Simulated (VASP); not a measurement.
The system is CoO.

```
CELL_PARAMETERS angstrom
2.61615 0.00000 0.00000
0.00000 2.61615 0.00000
0.00000 0.00000 2.61615
ATOMIC_POSITIONS crystal
Co 0.00000 0.00000 0.00000
O 0.50000 0.50000 0.50000
```

Base run:

* Program: VASP 6.6.1
* Functional: PBE
* Potentials or basis: VASP PAW PBE potentials, release 64 (Co, O)
* Cutoff: 520 eV
* k mesh: 16 × 16 × 16
* Occupations: gaussian, width 0.05 eV
* Spin: collinear spin, ferromagnetic start
* Starting moments: [3.0, 0.0] μB
* Hubbard terms: Co d U = 7.0 eV

Its results: band gap on the k mesh 1.50 eV (least direct gap 2.48 eV); pressure 4.9 GPa; net moment 3.00 μB per cell; site moments Co +2.83; O +0.16 μB.

Q: The run is repeated on the same cell with these changes: hubbard terms from Co d U = 7.0 eV to Co d U = 1.0 eV. What comes out?

A: Band gap on the k mesh 0.24 eV (least direct gap 0.28 eV); pressure 5.0 GPa; net moment 3.00 μB per cell; site moments Co +2.58; O +0.36 μB.

Caveats: the cell stands under pressure; a cell with one magnetic atom can't hold antiferromagnetic order, which such compounds often take.

A k mesh can miss the band edges.
